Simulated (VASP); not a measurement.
# HfO2 (P4_2/mnm) in VASP: dielectric tensor with PBEsol+D4

Aim: the dielectric tensor of HfO2 with PBEsol+D4.

Program: VASP 6.6.1. These are calculated values, not measurements. Logs are shortened: lines on timing, memory, paths and dates and some standing lists are left out, and cuts for length are marked.

### 1 The cell of the first run

The structure is tetragonal, space group P4_2/mnm (No. 136). The conventional cell has a = 4.814 Å, b = 4.814 Å, c = 3.205 Å, α = 90.00°, β = 90.00°, γ = 90.00°. Hf (site symmetry mmm) has 6 O at 2.08 Å within 2.7 Å. Within 2.7 Å of O (site symmetry m2m) lie 3 Hf at 2.08 Å and 1 O at 2.65 Å.

### 2 Dielectric tensor, PBEsol+D4

INCAR reads:

```
SYSTEM = HfO2
PREC     = Accurate       ! precision mode
ENCUT    = 520            ! plane-wave cutoff, eV
EDIFF    = 1E-8           ! SCF threshold, eV
ISMEAR   = 0              ! smearing method
SIGMA    = 0.01           ! smearing width, eV
LREAL    = .FALSE.        ! projectors in reciprocal space
LASPH    = .TRUE.         ! aspherical terms in the spheres
NELM     = 80             ! most SCF steps
ALGO     = Normal         ! electronic algorithm
ISIF     = 2              ! what is computed and relaxed
LWAVE    = .FALSE.        ! write WAVECAR
LCHARG   = .FALSE.        ! write CHGCAR
GGA      = PS             ! functional
IVDW     = 13             ! dispersion correction
LEPSILON = .TRUE.         ! dielectric tensor by DFPT
```

KPOINTS reads:

```
regular mesh
0
G
  6 6 8
  0 0 0
```

POSCAR reads:

```
HfO2
1.0
    4.8135330000      0.0000000000      0.0000000000
    0.0000000000      4.8135330000      0.0000000000
    0.0000000000      0.0000000000      3.2054150000
Hf O
2 4
Direct
    0.0000000000      0.0000000000      0.0000000000
    0.5000000000      0.5000000000      0.5000000000
    0.1949551200      0.8050448800      0.5000000000
    0.3050448800      0.3050448800      0.0000000000
    0.6949551200      0.6949551200      0.0000000000
    0.8050448800      0.1949551200      0.5000000000
```

Potentials or basis: VASP PAW PBE potentials, release 64 (Hf_pv, O).

Launch:

```
$ cat potpaw_PBE.64/Hf_pv/POTCAR potpaw_PBE.64/O/POTCAR > POTCAR
$ mpirun -np 1 vasp_std > vasp.out
```

OUTCAR:

```text
SYSTEM = HfO2
   PREC = Accurate
   ENCUT = 520
   EDIFF = 1E-8
   ISMEAR = 0
   LREAL = .FALSE.
   LASPH = .TRUE.
   NELM = 80
   ISIF = 2
   GGA = PS
   IVDW = 13
   LEPSILON = .TRUE.

 ion  position               nearest neighbor table
   1  0.000  0.000  0.000-   4 2.08   5 2.08   3 2.08   6 2.08   3 2.08   6 2.08   2 3.76   2 3.76
                             2 3.76   2 3.76   2 3.76   2 3.76   2 3.76   2 3.76
   2  0.500  0.500  0.500-   3 2.08   6 2.08   5 2.08   4 2.08   4 2.08   5 2.08   1 3.76   1 3.76
                             1 3.76   1 3.76   1 3.76   1 3.76   1 3.76   1 3.76
   3  0.195  0.805  0.500-   2 2.08   1 2.08   1 2.08
   4  0.305  0.305  0.000-   1 2.08   2 2.08   2 2.08
   5  0.695  0.695  0.000-   1 2.08   2 2.08   2 2.08
   6  0.805  0.195  0.500-   2 2.08   1 2.08   1 2.08

  LATTYP: Found a simple tetragonal cell.
 ALAT       =     4.8135330000
 C/A-ratio  =     0.6659173210

  Lattice vectors:

 A1 = (   4.8135330000,   0.0000000000,   0.0000000000)
 A2 = (   0.0000000000,   4.8135330000,   0.0000000000)
 A3 = (   0.0000000000,   0.0000000000,   3.2054150000)

Analysis of symmetry for initial positions (statically):
=====================================================================
 Subroutine PRICEL returns:
 Original cell was already a primitive cell.

 Routine SETGRP: Setting up the symmetry group for a
 simple tetragonal supercell.

 Subroutine GETGRP returns: Found 16 space group operations
 (whereof  8 operations were pure point group operations)
 out of a pool of 16 trial point group operations.

The static configuration has the point symmetry D_2h.
 The point group associated with its full space group is D_4h.

Analysis of symmetry for dynamics (positions and initial velocities):
=====================================================================
 Subroutine PRICEL returns:
 Original cell was already a primitive cell.

 Routine SETGRP: Setting up the symmetry group for a
 simple tetragonal supercell.

 Subroutine GETGRP returns: Found 16 space group operations
 (whereof  8 operations were pure point group operations)
 out of a pool of 16 trial point group operations.

The dynamic configuration has the point symmetry D_2h.
 The point group associated with its full space group is D_4h.

 Subroutine INISYM returns: Found 16 space group operations
 (whereof  8 operations are pure point group operations),
 and found     1 'primitive' translations

----------------------------------------------------------------------------------------

                                     Primitive cell

  volume of cell :      74.2698

  direct lattice vectors                    reciprocal lattice vectors
     4.813533000  0.000000000  0.000000000     0.207747615  0.000000000  0.000000000
     0.000000000  4.813533000  0.000000000     0.000000000  0.207747615  0.000000000
     0.000000000  0.000000000  3.205415000     0.000000000  0.000000000  0.311972085

  length of vectors
     4.813533000  4.813533000  3.205415000     0.207747615  0.207747615  0.311972085

  position of ions in fractional coordinates (direct lattice)
     0.000000000  0.000000000  0.000000000
     0.500000000  0.500000000  0.500000000
     0.194955120  0.805044880  0.500000000
     0.305044880  0.305044880  0.000000000
     0.694955120  0.694955120  0.000000000
     0.805044880  0.194955120  0.500000000

  ion indices of the primitive-cell ions
   primitive index   ion index
                 1           1
                 2           2
                 3           3
                 4           4
                 5           5
                 6           6

----------------------------------------------------------------------------------------

 KPOINTS: regular mesh

Automatic generation of k-mesh.
 Grid dimensions read from file:
 generate k-points for:    6    6    8

 Generating k-lattice:

  Cartesian coordinates                     Fractional coordinates (reciprocal lattice)
[... 97 lines left out ...]
   NGX = 17   NGY = 17   NGZ = 11

--------------------------------------- Ionic step        1  -------------------------------------------

 number of electron      43.9999972 magnetization

 E-fermi :   2.3450     XC(G=0): -11.2489

 val. band max:        2.2566538120   @ k =   0.0000   0.0000   0.0000
 cond. band min:       6.1273716785   @ k =   0.0000   0.0000   0.0000
 fundamental gap:      3.8707178666
 Fermi energy:         2.3450277975

 k-point     1 :       0.0000    0.0000    0.0000
  band No.  band energies     occupation
      1     -27.1285      2.00000
      2     -27.1285      2.00000
      3     -26.8285      2.00000
      4     -26.8285      2.00000
      5     -26.7126      2.00000
      6     -26.6505      2.00000
[... 685 lines left out ...]
     25       7.9364      0.00000
     26       7.9364      0.00000

 [... further k-points ...]

  FORCE on cell =-STRESS in cart. coord.  units (eV):
  Direction    XX          YY          ZZ          XY          YZ          ZX
  --------------------------------------------------------------------------------------
  -------------------------------------------------------------------------------------
  Total      -0.98298    -0.98298    -1.34494    -0.00000     0.00000     0.00000
  in kB     -21.20519   -21.20519   -29.01357    -0.00000     0.00000     0.00000
  external pressure =      -23.81 kB  Pullay stress =        0.00 kB

 VOLUME and BASIS-vectors are now :
 -----------------------------------------------------------------------------
  energy-cutoff  :      520.00
  volume of cell :       74.27
      direct lattice vectors                 reciprocal lattice vectors
     4.813533000  0.000000000  0.000000000     0.207747615  0.000000000  0.000000000
     0.000000000  4.813533000  0.000000000     0.000000000  0.207747615  0.000000000
     0.000000000  0.000000000  3.205415000     0.000000000  0.000000000  0.311972085

 POSITION                                       TOTAL-FORCE (eV/Angst)
 -----------------------------------------------------------------------------------
      0.00000      0.00000      0.00000         0.000000      0.000000      0.000000
      2.40677      2.40677      1.60271         0.000000      0.000000      0.000000
      0.93842      3.87511      1.60271        -0.026023      0.026023      0.000000
      1.46834      1.46834      0.00000         0.026023      0.026023      0.000000
      3.34519      3.34519      0.00000        -0.026023     -0.026023     -0.000000
      3.87511      0.93842      1.60271         0.026023     -0.026023     -0.000000
 -----------------------------------------------------------------------------------
    total drift:                                0.000000     -0.000000     -0.000000

  FREE ENERGIE OF THE ION-ELECTRON SYSTEM (eV)
  ---------------------------------------------------
  free  energy   TOTEN  =       -63.9506610957 eV

  energy  without entropy=      -63.9506610957  energy(sigma->0) =      -63.95066110

 HEAD OF MICROSCOPIC STATIC DIELECTRIC TENSOR (INDEPENDENT PARTICLE, excluding Hartree and local field effects)
 ------------------------------------------------------
           4.675458     0.000000     0.000000
           0.000000     4.675458     0.000000
           0.000000     0.000000     5.247798
 ------------------------------------------------------

 Free energy of the ion-electron system (eV)
  ---------------------------------------------------
  ---------------------------------------------------
  free energy    TOTEN  =        -0.76701293 eV

  energy without entropy =       -0.76701293

------------------------ aborting loop because EDIFF is reached ----------------------------------------

  DFT-D4 for vdW energy calculation

  Edisp (eV):   -0.59929
[... 7 lines left out ...]
  Edisp (eV):   -0.59929

--------------------------------------- Ionic step        3  -------------------------------------------

 Free energy of the ion-electron system (eV)
  ---------------------------------------------------
  ---------------------------------------------------
  free energy    TOTEN  =        -0.89641279 eV

  energy without entropy =       -0.89641279

------------------------ aborting loop because EDIFF is reached ----------------------------------------

  DFT-D4 for vdW energy calculation

  Edisp (eV):   -0.59929

 PIEZOELECTRIC TENSOR FIELD DIRECTION 3  (e Angst)
 -----------------------------------------------------------------------------
     0.00076 -0.00000  0.00000           ( -0.00001  0.00000  0.00000)
     0.00000  0.00076  0.00000           (  0.00000 -0.00001  0.00000)
     0.00000  0.00000 -0.00193           (  0.00000  0.00000 -0.00007)

 PIEZOELECTRIC TENSOR FIELD DIRECTION 3  (C/m^2)
 -----------------------------------------------------------------------------
     0.00016 -0.00000  0.00000
     0.00000  0.00016  0.00000
     0.00000  0.00000 -0.00042

 MACROSCOPIC STATIC DIELECTRIC TENSOR (including local field effects in DFT)
 ------------------------------------------------------
           4.531574     0.000000     0.000000
          -0.000000     4.531574     0.000000
           0.000000     0.000000     5.119618
 ------------------------------------------------------

 PIEZOELECTRIC TENSOR (including local field effects)  for field in x, y, z        (e  Angst)
          XX          YY          ZZ          XY          YZ          ZX
  --------------------------------------------------------------------------------
  x     0.00000     0.00000     0.00000     0.00000     0.00000     0.00000
  y     0.00000     0.00000     0.00000     0.00000     0.00000     0.00000
  z     0.00000     0.00000     0.00000     0.00000     0.00000     0.00000

 PIEZOELECTRIC TENSOR (including local field effects)  for field in x, y, z        (C/m^2)
          XX          YY          ZZ          XY          YZ          ZX
  --------------------------------------------------------------------------------
  x     0.00000     0.00000     0.00000     0.00000     0.00000     0.00000
  y     0.00000     0.00000     0.00000     0.00000     0.00000     0.00000
  z     0.00000     0.00000     0.00000     0.00000     0.00000     0.00000

 BORN EFFECTIVE CHARGES (including local field effects) (in |e|, cummulative output)
 ---------------------------------------------------------------------------------
 ion    1
    1     5.31315     0.62552     0.00000
    2     0.62552     5.31315     0.00000
    3     0.00000     0.00000     6.21848
 ion    2
    1     5.31315    -0.62552     0.00000
    2    -0.62552     5.31315     0.00000
    3     0.00000     0.00000     6.21848
 ion    3
    1    -2.65658     1.32951     0.00000
    2     1.32951    -2.65658     0.00000
    3     0.00000     0.00000    -3.10924
 ion    4
    1    -2.65658    -1.32951     0.00000
    2    -1.32951    -2.65658     0.00000
    3     0.00000     0.00000    -3.10924
 ion    5
    1    -2.65658    -1.32951     0.00000
    2    -1.32951    -2.65658     0.00000
    3     0.00000     0.00000    -3.10924
 ion    6
    1    -2.65658     1.32951     0.00000
    2     1.32951    -2.65658     0.00000
    3     0.00000     0.00000    -3.10924
```

It took 8.9 min on 1 thread of Intel Xeon Platinum 8559C (Emerald Rapids), shared host; peak memory 0.46 GiB.

What came out:

```
Band gap on the k mesh                  : 3.87 eV
Electronic dielectric tensor (diagonal) : 4.53, 4.53, 5.12
Born charges (mean of the diagonal)     : Hf +5.61; O -2.81 e
Dispersion energy per atom              : -0.100 eV
```

Levels at points of the mesh, in eV from the valence-band top:
```csv
k point,band 19,band 20,band 21,band 22,band 23,band 24,band 25,band 26
"(0.00, 0.00, 0.00)",-0.75,-0.50,-0.50,0.00,3.87,4.05,5.17,5.53
"(0.50, 0.00, 0.00)",-1.48,-1.48,-0.68,-0.68,4.56,4.56,6.17,6.17
"(0.50, 0.50, 0.00)",-1.15,-1.15,-0.84,-0.84,4.13,4.13,5.60,5.60
"(0.00, 0.00, 0.50)",-2.07,-2.07,-0.97,-0.97,5.56,5.56,6.04,6.04
"(0.50, 0.00, 0.50)",-1.79,-1.79,-0.94,-0.94,4.09,4.09,6.29,6.29
"(0.50, 0.50, 0.50)",-1.12,-1.12,-0.51,-0.51,5.06,5.06,5.81,5.81
```

Electronic dielectric tensor:
```
4.53 0.00 0.00
0.00 4.53 0.00
0.00 0.00 5.12
```

Born effective charge tensors (e):
atom 1, Hf
```
5.31 0.63 0.00
0.63 5.31 0.00
0.00 0.00 6.22
```
atom 2, Hf
```
 5.31 -0.63  0.00
-0.63  5.31  0.00
 0.00  0.00  6.22
```
atom 3, O
```
-2.66  1.33  0.00
 1.33 -2.66  0.00
 0.00  0.00 -3.11
```
atom 4, O
```
-2.66 -1.33  0.00
-1.33 -2.66  0.00
 0.00  0.00 -3.11
```
atom 5, O
```
-2.66 -1.33  0.00
-1.33 -2.66  0.00
 0.00  0.00 -3.11
```
atom 6, O
```
-2.66  1.33  0.00
 1.33 -2.66  0.00
 0.00  0.00 -3.11
```

Caveat: the PAW data sets were made with another functional, which shifts forces and pressure a little; spin-orbit coupling is left out, which moves the levels of the heavy elements. A k mesh can miss the band edges.
